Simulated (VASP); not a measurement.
Runs of VASP 6.6.1 on Al2H3. The structure is that of space group P-3m1 (No. 164), or close to it. The cells are those of the table. 

```tsv
task	cell	k mesh	cutoff (eV)	gap on the mesh (eV)	pressure (GPa)	relaxed volume (Å³/atom)	largest force (eV/Å)
single point	a = 3.272, b = 3.272, c = 5.091 Å, angles 90.0, 90.0, 120.0°, 5 atoms	6 × 6 × 4	500	none	(a)	-	0.48
relaxation of cell and atoms	relaxed from a = 3.386, b = 3.386, c = 4.509 Å, angles 90.0, 90.0, 120.0°, 5 atoms	12 × 12 × 8	600	none	0.0	(b)	0.01
relaxation of cell and atoms	relaxed from a = 3.272, b = 3.272, c = 5.091 Å, angles 90.0, 90.0, 120.0°, 5 atoms	6 × 6 × 4	500	none	-0.1	8.94	0.02
single point	a = 3.386, b = 3.386, c = 4.509 Å, angles 90.0, 90.0, 120.0°, 5 atoms	6 × 6 × 4	500	none	-0.2	-	0.01
single point	a = 3.220, b = 3.220, c = 4.931 Å, angles 90.0, 90.0, 120.0°, 5 atoms	12 × 12 × 8	520	none	-0.1	-	-
```

Alike in all rows: level PBE; potentials or basis VASP PAW PBE potentials, release 64 (Al, H); no spin polarisation; smearing gaussian 0.1 eV.

Problem. Fill in the values left out.

Solution. (a) -3.3; (b) 8.85.

Caveats: some runs use coarse meshes.

A gap of «none» marks levels without a gap at the run's occupations.
